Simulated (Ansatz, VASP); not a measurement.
**Al9H: VASP beside Ansatz**

The input INCAR:

```
PREC = Accurate
ENCUT = 520
EDIFF = 1E-6
ISMEAR = 0
SIGMA = 0.1
LREAL = Auto
LASPH = True
NELM = 80
ALGO = Normal
ISIF = 2
LWAVE = False
LCHARG = False
LDIPOL = True
IDIPOL = 3
DIPOL = 0.5 0.5 0.299
GGA = PE
NBANDS = 44
```

KPOINTS

```
regular mesh
0
Gamma
  5 3 1
```

The input POSCAR:

```
Al9H
1.0
    5.7086446660      0.0000000000      0.0000000000
   -1.4271611665      9.7033329366      0.0000000000
    0.0000000000      0.0000000000     22.7902708839
Al H
18 2
Direct
    0.2662242802      0.0648971207      0.1755134908
    0.7662242802      0.0648971207      0.1755134908
    0.3354843969      0.3419375876      0.2192156219
    0.8354843969      0.3419375876      0.2192156219
    0.1493364202      0.5973456810      0.2279560482
    0.6493364202      0.5973456810      0.2279560482
    0.4631884436      0.8527537744      0.2366964744
    0.9631884436      0.8527537744      0.2366964744
    0.0319869115      0.1277383811      0.2808269846
    0.5319869115      0.1277383811      0.2808269846
    0.0997952748      0.4042696946      0.3301089530
    0.5997952748      0.4042696946      0.3301089530
    0.4144272444      0.6597110304      0.3369829646
    0.9144272444      0.6597110304      0.3369829646
    0.2263180843      0.9111292163      0.3449343063
    0.7263180843      0.9111292163      0.3449343063
    0.2962616061      0.1814597108      0.3857027821
    0.7962616061      0.1814597108      0.3857027821
    0.6062804321      0.3778320525      0.4475712876
    0.6062804321      0.4715337061      0.4475712876
```

Input for Ansatz:

```yaml
crystal:
  lattice:
    - [5.708644666, 0.0, 0.0]
    - [-1.4271611665, 9.7033329366, 0.0]
    - [0.0, 0.0, 22.7902708839]
  atoms:
    - { symbol: Al, position: [0.2662242802, 0.0648971207, 0.1755134908] }
    - { symbol: Al, position: [0.7662242802, 0.0648971207, 0.1755134908] }
    - { symbol: Al, position: [0.3354843969, 0.3419375876, 0.2192156219] }
    - { symbol: Al, position: [0.8354843969, 0.3419375876, 0.2192156219] }
    - { symbol: Al, position: [0.1493364202, 0.597345681, 0.2279560482] }
    - { symbol: Al, position: [0.6493364202, 0.597345681, 0.2279560482] }
    - { symbol: Al, position: [0.4631884436, 0.8527537744, 0.2366964744] }
    - { symbol: Al, position: [0.9631884436, 0.8527537744, 0.2366964744] }
    - { symbol: Al, position: [0.0319869115, 0.1277383811, 0.2808269846] }
    - { symbol: Al, position: [0.5319869115, 0.1277383811, 0.2808269846] }
    - { symbol: Al, position: [0.0997952748, 0.4042696946, 0.330108953] }
    - { symbol: Al, position: [0.5997952748, 0.4042696946, 0.330108953] }
    - { symbol: Al, position: [0.4144272444, 0.6597110304, 0.3369829646] }
    - { symbol: Al, position: [0.9144272444, 0.6597110304, 0.3369829646] }
    - { symbol: Al, position: [0.2263180843, 0.9111292163, 0.3449343063] }
    - { symbol: Al, position: [0.7263180843, 0.9111292163, 0.3449343063] }
    - { symbol: Al, position: [0.2962616061, 0.1814597108, 0.3857027821] }
    - { symbol: Al, position: [0.7962616061, 0.1814597108, 0.3857027821] }
    - { symbol: H, position: [0.6062804321, 0.3778320525, 0.4475712876] }
    - { symbol: H, position: [0.6062804321, 0.4715337061, 0.4475712876] }
basis:
  ecutwfc: 420
kpoints:
  mp_grid: { grid: [5, 3, 1] }
hamiltonian:
  xc: pbe
scf:
  occupations: { method: gaussian, width: 0.1 }
output:
  forces: true
  eigenvalues: true
efield:
  axis: 3
  dipole_correction: true
  ramp_width: 0.04
```

Alike in both runs: task single point; functional PBE; k mesh 5 × 3 × 1; occupations gaussian, width 0.1 eV; no spin polarisation.

|  | VASP | Ansatz |
| --- | --- | --- |
| version | VASP 6.6.1 | Ansatz 0.2.0 |
| potentials or method | VASP PAW PBE potentials, release 64 (Al, H), cutoff 520 eV | scalar-relativistic, plane waves, PAW |
| valence electrons in the cell | 56 | 56 |

|  | VASP | Ansatz | Ansatz less VASP |
| --- | --- | --- | --- |
| gap on the k mesh at the Fermi level (eV) | none | none | - |
| rms of the force components (eV/Å) | 0.551 | 0.551 | 0.0000 |

Atom by atom the forces differ by 0.001 eV/Å (rms over components). A gap of «none» marks a metal or a gap that the smearing closes. The functional is the same, so the differences come from potentials, cutoffs and numerics.
